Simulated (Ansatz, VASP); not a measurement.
## Two plane-wave programs on SiNi3

The input INCAR:

```
SYSTEM = SiNi3
  ALGO = Normal
  EDIFF = 1E-7
  ENCUT = 520
  GGA = PE
  ISIF = 2
  ISMEAR = -1
  LASPH = .TRUE.
  LCHARG = .TRUE.
  LELF = .TRUE.
  LREAL = .FALSE.
  LVHAR = .TRUE.
  LWAVE = .FALSE.
  NBANDS = 25
  NELM = 80
  PREC = Accurate
  SIGMA = 0.02
```

File KPOINTS:

```
k-points
0
G
  6 6 6
  0 0 0
```

Contents of POSCAR:

```
SiNi3
1.0
    3.4709438859      0.0000000000      0.0000000000
    0.0000000000      3.4709438859      0.0000000000
    0.0000000000      0.0000000000      3.4709438859
Si Ni
1 3
Direct
    0.0000000000      0.0000000000      0.0000000000
    0.0000000000      0.5000000000      0.5000000000
    0.5000000000      0.0000000000      0.5000000000
    0.5000000000      0.5000000000      0.0000000000
```

Input for Ansatz:

```yaml
crystal:
  lattice:
    - [3.4709438859, 0.0, 0.0]
    - [0.0, 3.4709438859, 0.0]
    - [0.0, 0.0, 3.4709438859]
  atoms:
    - { symbol: Si, position: [0.0, 0.0, 0.0] }
    - { symbol: Ni, position: [0.0, 0.5, 0.5] }
    - { symbol: Ni, position: [0.5, 0.0, 0.5] }
    - { symbol: Ni, position: [0.5, 0.5, 0.0] }
kpoints:
  mp_grid: { grid: [6, 6, 6] }
hamiltonian:
  xc: pbe
scf:
  occupations: { method: fermi_dirac, width: 0.02 }
  n_extra_bands: 5
output:
  forces: true
  stress: true
  eigenvalues: true
```

Alike in both runs: task single point; functional PBE; k mesh 6 × 6 × 6; occupations fermi-dirac, width 0.02 eV; no spin polarisation.

|  | VASP | Ansatz |
| --- | --- | --- |
| version | VASP 6.6.1 | Ansatz 0.2.0 |
| potentials or method | VASP PAW PBE potentials, release 64 (Si, Ni) | plane waves, PAW |
| plane-wave cutoff (eV) | 520 | 420 |
| valence electrons in the cell | 34 | 58 |

```tsv
	VASP	Ansatz	Ansatz less VASP
pressure (GPa)	7.0	7.0	+0.04
```

VASP's potentials hold 34 valence electrons a cell and Ansatz's 58, so a difference there can come from the potentials and not from the codes.
